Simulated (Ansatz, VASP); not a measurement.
TiO2 in VASP and in Ansatz

```
Ti O
1.0
    -1.86881    1.86881    4.31851
     1.86881   -1.86881    4.31851
     1.86881    1.86881   -4.31851
Ti O
2 4
Direct
  0.00000 0.00000 0.00000
  0.75000 0.25000 0.50000
  0.97289 0.47289 0.50000
  0.22289 0.22289 0.00000
  0.52711 0.02711 0.50000
  0.77711 0.77711 0.00000
```

Alike in both runs: task single point; functional PBE; k mesh 10 × 10 × 10; occupations gaussian, width 0.02 eV; no spin polarisation.

|  | VASP | Ansatz |
| --- | --- | --- |
| version | VASP 6.6.1 | Ansatz 0.2.0 |
| potentials or method | VASP PAW PBE potentials, release 64 (Ti_sv, O), cutoff 520 eV | scalar-relativistic, plane waves, PAW |
| valence electrons in the cell | 48 | 48 |

Ansatz gave:

| Item | Value |
| --- | --- |
| gap on the k mesh at the Fermi level (eV) | 1.83 |
| least direct gap on the mesh (eV) | 2.47 |
| rms of the force components (eV/Å) | 0.000 |

Question: What did VASP give for the same quantities?

Answer: gap on the k mesh at the Fermi level (eV): 1.80; least direct gap on the mesh (eV): 2.45; rms of the force components (eV/Å): 0.019.

Atom by atom the forces differ by 0.019 eV/Å (rms over components).
